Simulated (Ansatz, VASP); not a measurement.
Al4Ga3: VASP beside Ansatz

```xyz
7
Lattice="-1.4458 1.4458 14.6600 1.4458 -1.4458 14.6600 1.4458 1.4458 -14.6600" Properties=species:S:1:pos:R:3 pbc="T T T"
Al    0.0000    0.0000    4.3630
Al    0.0000    0.0000   21.0054
Al    0.0000    0.0000    8.3146
Al    0.0000    0.0000   24.9571
Ga    0.0000    0.0000   16.9388
Ga    0.0000    0.0000   12.3812
Ga    0.0000    0.0000    0.0000
```

Alike in both runs: functional PBE; k mesh 14 × 14 × 14; occupations gaussian, width 0.1 eV; no spin polarisation.

Ansatz relaxed the structure, and its values are those at the end. VASP's run is a single point on that final structure, the one shown.

|  | VASP | Ansatz |
| --- | --- | --- |
| version | VASP 6.6.1 | Ansatz 0.2.0 |
| potentials or method | VASP PAW PBE potentials, release 64 (Al, Ga_d), cutoff 520 eV | scalar-relativistic, plane waves, PAW |
| valence electrons in the cell | 51 | 51 |

Ansatz gave:

| Quantity | Value |
| --- | --- |
| gap on the k mesh at the Fermi level (eV) | none |
| pressure (GPa) | 0.0 |

Question: Which values does VASP return?

Answer: gap on the k mesh at the Fermi level (eV): none; pressure (GPa): 0.2.

A gap of «none» marks a metal or a gap that the smearing closes.
